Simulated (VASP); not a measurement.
The system is Al4As3N.

```
N As Al
1.0
     5.89162    0.00000    0.00000
     0.00000    3.60785    0.00000
     0.00000    0.00000    6.24899
N As Al
1 3 4
Direct
  0.00000 0.00000 0.33333
  0.00000 0.50000 0.83333
  0.50000 0.50000 0.16667
  0.50000 0.00000 0.66667
  0.37500 0.00000 0.33333
  0.37500 0.50000 0.83333
  0.87500 0.50000 0.16667
  0.87500 0.00000 0.66667
```

- Program: VASP 6.6.1
- Task: relaxation of cell and atoms
- Functional: PBE
- Potentials or basis: VASP PAW PBE potentials, release 64 (N, As, Al)
- Cutoff: 600 eV
- k mesh: 4 × 6 × 4
- Occupations: fermi-dirac, width 0.02 eV
- Spin: no spin polarisation

At the start: pressure 27.5 GPa; volume 16.60 Å³/atom.

Problem. Where does the relaxation end?

Solution. Over 29 steps the energy falls by 576.1 meV/atom and the volume is 19.58 Å³/atom (+17.9 %); space group Pm (No. 6, to 0.1 Å) before and after.

Step by step:
| step | energy change (eV) | largest force (eV/Å) | pressure (GPa) | volume (Å³) |
| --- | --- | --- | --- | --- |
| 1 | 0.0000 | 5.9246 | 27.55 | 132.83 |
| 2 | -2.6830 | 0.8246 | -11.14 | 195.62 |
| 3 | -3.7025 | 1.8815 | -3.95 | 169.11 |
| 4 | -3.7050 | 1.9468 | -3.45 | 167.98 |
| 5 | -4.2819 | 1.3269 | -1.92 | 162.12 |
| 6 | -4.5109 | 0.8519 | 1.38 | 154.85 |
| 7 | -4.5272 | 0.8129 | 0.38 | 156.60 |
| 8 | -4.5284 | 0.8206 | 0.57 | 156.25 |
| 9 | -4.5809 | 0.2717 | -0.21 | 157.19 |
| 10 | -4.5835 | 0.2157 | -0.42 | 157.46 |
| 11 | -4.5935 | 0.1686 | 0.18 | 156.27 |
| 12 | -4.5938 | 0.1709 | 0.31 | 156.02 |
| 13 | -4.6011 | 0.1256 | 0.07 | 156.40 |
| 14 | -4.6043 | 0.1431 | -0.19 | 156.85 |
| 15 | -4.6069 | 0.0729 | 0.17 | 156.26 |
| 16 | -4.6069 | 0.0728 | 0.17 | 156.27 |
| 17 | -4.6084 | 0.0537 | -0.03 | 156.66 |
| 18 | -4.6084 | 0.0540 | -0.03 | 156.68 |
| 19 | -4.6086 | 0.0233 | 0.02 | 156.62 |
| 20 | -4.6087 | 0.0145 | 0.00 | 156.64 |
| 21 | -4.6087 | 0.0092 | 0.00 | 156.65 |
| 22 | -4.6087 | 0.0119 | 0.00 | 156.66 |
| 23 | -4.6087 | 0.0093 | -0.01 | 156.68 |
| 24 | -4.6087 | 0.0168 | -0.02 | 156.70 |
| 25 | -4.6088 | 0.0119 | -0.01 | 156.69 |
| 26 | -4.6088 | 0.0121 | 0.00 | 156.65 |
| 27 | -4.6088 | 0.0062 | 0.00 | 156.65 |
| 28 | -4.6088 | 0.0073 | 0.00 | 156.65 |
| 29 | -4.6088 | 0.0047 | 0.00 | 156.65 |

Final structure:
```xyz
8
Lattice="6.2101 0.0000 -0.0225 0.0000 3.8019 0.0000 -0.0240 0.0000 6.6351" Properties=species:S:1:pos:R:3 pbc="T T T"
N     6.1802    0.0000    2.2126
As    6.1884    1.9009    5.5412
As    3.0689    1.9009    1.2059
As    3.1385    0.0000    4.2710
Al    1.9016    0.0000    2.1886
Al    2.4178    1.9009    5.5235
Al    5.5845    1.9009    1.3972
Al    5.5796    0.0000    4.0769
```

Caveat: the volume moved by over 15 % at a fixed basis, so the end points are rough.
